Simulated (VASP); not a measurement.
Crystal: MnS.

```
Mn S
1.0
     3.95358    0.00000    0.00000
    -1.97679    3.42390    0.00000
     0.00000    0.00000    6.34253
Mn S
2 2
Direct
  0.66667 0.33333 0.49884
  0.33333 0.66667 0.99884
  0.33333 0.66667 0.62615
  0.66667 0.33333 0.12615
```

Base run:

| Property | Result |
| --- | --- |
| Program | VASP 6.6.1 |
| Functional | PBE |
| Potentials or basis | VASP PAW PBE potentials, release 64 (Mn_pv, S) |
| Cutoff | 520 eV |
| k mesh | 7 × 7 × 4 |
| Occupations | fermi-dirac, width 0.05 eV |
| Spin | collinear spin, ferromagnetic start |
| Starting moments | [3.0, 3.0, 0.0, 0.0] μB |
| Fixed moment | 6 μB |

Its results: pressure -11.0 GPa; site moments Mn +2.95; S -0.10 μB; largest force 0.027 eV/Å.

**Question.** After a change of settings the same cell gave: pressure -15.6 GPa; site moments Mn +2.07; S -0.11 μB; largest force 0.011 eV/Å. Which change was it?
A. fixed moment from 6 μB to 8 μB; moments at the start from [3.0, 3.0, 0.0, 0.0] to [4.0, 4.0, 0.0, 0.0]
B. fixed moment from 6 μB to 4 μB; moments at the start from [3.0, 3.0, 0.0, 0.0] to [2.0, 2.0, 0.0, 0.0]
C. fixed moment from 6 μB to 2 μB; moments at the start from [3.0, 3.0, 0.0, 0.0] to [1.0, 1.0, 0.0, 0.0]

**Answer.** B.

Caveats: the cell stands under tension; the total moment is fixed, so each spin has its own Fermi level; only a ferromagnetic start was run, and an antiferromagnetic order may lie lower in energy.
